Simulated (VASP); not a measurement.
Wanted: the native input for a VASP 6.6.1 run.

| Property | Result |
| --- | --- |
| Task | single point |
| Functional | PBE |
| Potentials or basis | VASP PAW PBE potentials, release 64 (Si, Ti_sv) |
| Cutoff | 520 eV |
| k mesh | 2 × 2 × 2 |
| Occupations | fermi-dirac, width 0.02 eV |
| Spin | no spin polarisation |
| Dipole correction | no |
| Further INCAR settings | LREAL = Auto; ALGO = Normal; EDIFF = 1e-06; NBANDS = 52 |

The structure of TiSi16 (a cell with a defect) lies in POSCAR:

```
TiSi16
1.0
    0.0000000000      5.4300000000      5.4300000000
    5.4300000000      0.0000000000      5.4300000000
    5.4300000000      5.4300000000      0.0000000000
Si Ti
16 1
Direct
   -0.0057997238     -0.0031122468     -0.0025463168
    0.1265164825      0.1184035912      0.1169100368
    0.0001603131     -0.0143816759      0.4996569982
    0.1250919890      0.1181249540      0.6242820442
    0.0028768877      0.4999619705     -0.0172255064
    0.1265267035      0.6235287293      0.1169434622
    0.0003092081      0.5002303867      0.4995587477
    0.1188722836      0.6234651013      0.6199906998
    0.4991705341     -0.0030425414     -0.0010651934
    0.6237108656      0.1196156538      0.1224692449
    0.4981755064     -0.0030069982      0.4931095764
    0.6169434622      0.1187119705      0.6260438306
    0.4993020258      0.4903303867     -0.0012906077
    0.6190013812      0.6234639963      0.1194684162
    0.4819821363      0.5000775322      0.5026909761
    0.6170239411      0.6235289134      0.6257278085
    0.8705189687      0.3720756906      0.3706151013
```

These files were run (other wordings do the same):

INCAR

```
SYSTEM = TiSi16
  PREC = Accurate
  ENCUT = 520
  EDIFF = 1E-6
  ISMEAR = -1
  SIGMA = 0.02
  LREAL = Auto
  LASPH = .True.
  NELM = 100
  ALGO = Normal
  ISIF = 2
  LWAVE = .False.
  LCHARG = .False.
  GGA = PE
  NBANDS = 52
```

KPOINTS

```
Automatic mesh
0
Gamma
  2 2 2
  0 0 0
```

Potentials or basis: VASP PAW PBE potentials, release 64 (Si, Ti_sv).

The run is started by

```console
$ cat potpaw_PBE.64/Si/POTCAR potpaw_PBE.64/Ti_sv/POTCAR > POTCAR
$ mpirun -np 1 vasp_std > vasp.out
```

Results of the run:

```yaml
Pressure: 4.0 GPa
Largest_force: 0.018 eV/Å
Band_gap_on_the_k_mesh: zero (band 38 reaches 6.96 eV, above the bottom of band 39 at 6.55 eV)
```

Caveat: the k points lie up to 0.50 Å⁻¹ apart.

Wall time 2.5 min on 1 thread of Intel(R) Xeon(R) 6975P-C (Granite Rapids), with other jobs on the host, peak memory 0.49 GiB.
